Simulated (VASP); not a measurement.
Set up this calculation in VASP 6.6.1, as the native input.

| Item | Value |
| --- | --- |
| Task | single point |
| Functional | PBE |
| Potentials or basis | VASP PAW PBE potentials, release 64 (Na_pv, Ti_sv, Pd) |
| Cutoff | 520 eV |
| k mesh | 12 × 12 × 4 |
| Occupations | gaussian, width 0.1 eV |
| Spin | no spin polarisation |
| Dipole correction | no |
| Further INCAR settings | ALGO = Fast; EDIFF = 1e-06; NBANDS = 36 |

The structure of Na3TiPd2 lies in POSCAR:

```
Na3TiPd2
1.0
    4.3143160261      0.0000000000      0.0000000000
   -2.1571580131      3.7363072785      0.0000000000
    0.0000000000      0.0000000000     10.2163196801
Na Ti Pd
3 1 2
Direct
    0.0000000000      0.0000000000      0.5000000000
    0.6666666667      0.3333333333      0.2396333411
    0.3333333333      0.6666666667      0.7603666589
    0.0000000000      0.0000000000      0.0000000000
    0.6666666667      0.3333333333      0.9312436833
    0.3333333333      0.6666666667      0.0687563167
```

The cell was built from a structure type or drawn by symmetry, and may not be a known phase.

One way to write it, as run:

INCAR

```
PREC = Accurate
ENCUT = 520
EDIFF = 1E-6
ISMEAR = 0
SIGMA = 0.1
LREAL = False
LASPH = True
NELM = 80
ALGO = Fast
ISIF = 2
LWAVE = False
LCHARG = True
GGA = PE
LELF = True
LVHAR = True
NBANDS = 36
```

KPOINTS

```
regular mesh
0
Gamma
  12 12 4
```

Potentials or basis: VASP PAW PBE potentials, release 64 (Na_pv, Ti_sv, Pd).

Launch:

```bash
$ cat potpaw_PBE.64/Na_pv/POTCAR potpaw_PBE.64/Ti_sv/POTCAR potpaw_PBE.64/Pd/POTCAR > POTCAR
$ mpirun -np 1 vasp_std > vasp.out
```

It gave:

| Item | Value |
| --- | --- |
| Pressure | 0.0 GPa |
| Band gap on the k mesh | zero (an odd number of electrons rules out a gap without spin polarisation) |

Run time: 6.7 min on 1 thread of Intel(R) Xeon(R) 6975P-C (Granite Rapids) (shared host), peak memory 0.53 GiB.
